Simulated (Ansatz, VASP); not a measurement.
## Two plane-wave programs on TePb

```
CELL_PARAMETERS angstrom
3.90724 0.00000 0.00000
0.00000 3.90724 0.00000
0.00000 0.00000 3.90724
ATOMIC_POSITIONS crystal
Te 0.50000 0.50000 0.50000
Pb 0.00000 0.00000 0.00000
```

Alike in both runs: task electric field gradients; functional PBEsol; k mesh 15 × 15 × 15; occupations fermi-dirac, width 0.05 eV; no spin polarisation.

```csv
,VASP,Ansatz
version,VASP 6.6.1,Ansatz 0.2.0
potentials or method,"VASP PAW PBE potentials, release 64 (Te, Pb_d)","PAW with Ansatz's default frozen-core files, scalar-relativistic"
plane-wave cutoff (eV),520,420
valence electrons in the cell,20,30
```

```csv
,VASP,Ansatz,Ansatz less VASP
gap on the k mesh at the Fermi level (eV),none,none,-
pressure (GPa),0.1,0.1,+0.02
```

VASP's potentials were made for PBE, not for PBEsol. A gap of «none» marks a metal or a gap that the smearing closes. VASP's potentials hold 20 valence electrons a cell and Ansatz's 30, so a difference there can come from the potentials and not from the codes.

Spin-orbit coupling is off throughout.
